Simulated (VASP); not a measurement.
Here is a VASP 6.6.1 calculation.

File POSCAR:

```
NiO2
1.0
    2.8038530439      0.0000000000      0.0000000000
   -1.4019265220      2.4282079645      0.0000000000
    0.0000000000      0.0000000000      4.7876926157
Ni O
1 2
Direct
    0.0000000000      0.0000000000      0.5000000000
    0.6666666667      0.3333333333      0.6981843551
    0.3333333333      0.6666666667      0.3018156449
```

The input INCAR.step1:

```
PREC     = Accurate       # precision mode
ENCUT    = 770            # plane-wave cutoff, eV
ISMEAR   = 0              # smearing method
SIGMA    = 0.02           # smearing width, eV
LREAL    = False          # projectors in reciprocal space
LASPH    = True           # aspherical terms in the spheres
NELM     = 120            # most SCF steps
GGA      = PE             # functional
ALGO     = Normal         # electronic algorithm
EDIFF    = 1E-5           # SCF threshold, eV
LWAVE    = True           # write WAVECAR
LCHARG   = False          # write CHGCAR
GGA_COMPAT= False        
IBRION   = 2              # ionic algorithm
ISIF     = 3              # what is computed and relaxed
EDIFFG   = -0.005         # ionic threshold
NELMIN   = 4            
NSW      = 100            # ionic steps
```

The input INCAR.step2:

```
PREC     = Accurate       # precision mode
ENCUT    = 770            # plane-wave cutoff, eV
EDIFF    = 1E-7           # SCF threshold, eV
ISMEAR   = 0              # smearing method
SIGMA    = 0.02           # smearing width, eV
LREAL    = False          # projectors in reciprocal space
LASPH    = True           # aspherical terms in the spheres
NELM     = 120            # most SCF steps
ALGO     = Normal         # electronic algorithm
ISIF     = 4              # what is computed and relaxed
LWAVE    = False          # write WAVECAR
LCHARG   = False          # write CHGCAR
METAGGA  = R2SCAN         # meta-GGA
LMIXTAU  = True         
IBRION   = 2              # ionic algorithm
NSW      = 50             # ionic steps
EDIFFG   = -0.01          # ionic threshold
ISTART   = 1            
GGA_COMPAT= False        
NELMIN   = 4
```

Contents of KPOINTS:

```
Automatic mesh
0
Gamma
  12 12 6
```

Potentials or basis: VASP PAW PBE potentials, release 64 (Ni_sv_GW, O).

The run is started by

```bash
$ cat potpaw_PBE.64/Ni_sv_GW/POTCAR potpaw_PBE.64/O/POTCAR > POTCAR
$ cp INCAR.step1 INCAR
$ mpirun -np 1 vasp_std > vasp.out
$ cp INCAR.step2 INCAR
$ mpirun -np 1 vasp_std > vasp.out
```

(1) Estimate the band gap on the k mesh.

Results:

(1) 1.52 eV (least direct gap 1.74 eV).

Caveat: the run has no spin polarisation, though such a crystal can be magnetic.
